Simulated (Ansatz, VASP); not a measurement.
# SnO in VASP and in Ansatz

```xyz
8
Lattice="3.8202 0.0000 0.0000 0.0000 3.8202 0.0000 0.0000 0.0000 22.2261" Properties=species:S:1:pos:R:3 pbc="T T T"
Sn    2.8651    0.9550    4.5000
Sn    0.9550    2.8651    6.8630
Sn    0.9550    2.8651   10.8630
Sn   -0.9550    4.7752   13.2261
O     0.9550    0.9550    5.6815
O     2.8651    2.8651    5.6815
O    -0.9550    2.8651   12.0446
O     0.9550    4.7752   12.0446
```

Alike in both runs: task single point; functional PBE; dispersion D3(BJ); k mesh 7 × 7 × 1; occupations gaussian, width 0.05 eV; no spin polarisation.

```csv
,VASP,Ansatz
version,VASP 6.6.1,Ansatz 0.2.0
potentials or method,"VASP PAW PBE potentials, release 64 (Sn_d, O_h), cutoff 1000 eV","scalar-relativistic, plane waves, PAW"
valence electrons in the cell,80,80
```

|  | VASP | Ansatz | Ansatz less VASP |
| --- | --- | --- | --- |
| gap on the k mesh at the Fermi level (eV) | 2.21 | 2.22 | +0.006 |
| least direct gap on the mesh (eV) | 2.46 | 2.47 | +0.009 |
| rms of the force components (eV/Å) | 0.035 | 0.053 | +0.0182 |

Ansatz's warnings: xc potential rough in thin density.
